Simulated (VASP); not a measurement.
A run of VASP 6.6.1 is set up as follows.

Contents of INCAR:

```
ALGO = Fast
EDIFF = 1E-6
ENCUT = 520
GGA = PE
ISIF = 2
ISMEAR = 0
LASPH = True
LCHARG = True
LELF = True
LREAL = False
LVHAR = True
LWAVE = False
NBANDS = 18
NELM = 60
PREC = Accurate
SIGMA = 0.15
```

Contents of KPOINTS:

```
k-points
0
Gamma
  24 24 12
```

POSCAR

```
Cu
1.0
    2.6608015033      0.0000000000      0.0000000000
   -1.3304007516      2.3043216963      0.0000000000
    0.0000000000      0.0000000000      4.2153852750
Cu
2
Direct
    0.3333333333      0.6666666667      0.2500000000
    0.6666666667      0.3333333333      0.7500000000
```

Potentials or basis: VASP PAW PBE potentials, release 64 (Cu).

Command:

```console
$ cat potpaw_PBE.64/Cu/POTCAR > POTCAR
$ mpirun -np 1 vasp_std > vasp.out
```

(1) What does it give for the pressure?

(2) What does it give for the band gap on the k mesh?

Results:

(1) -8.1 GPa.

(2) zero (band 11 reaches 10.23 eV, above the bottom of band 12 at 4.69 eV).

Caveat: the cell differs from its parent crystal (strain +0.050 along x and y, +0.025 along z).
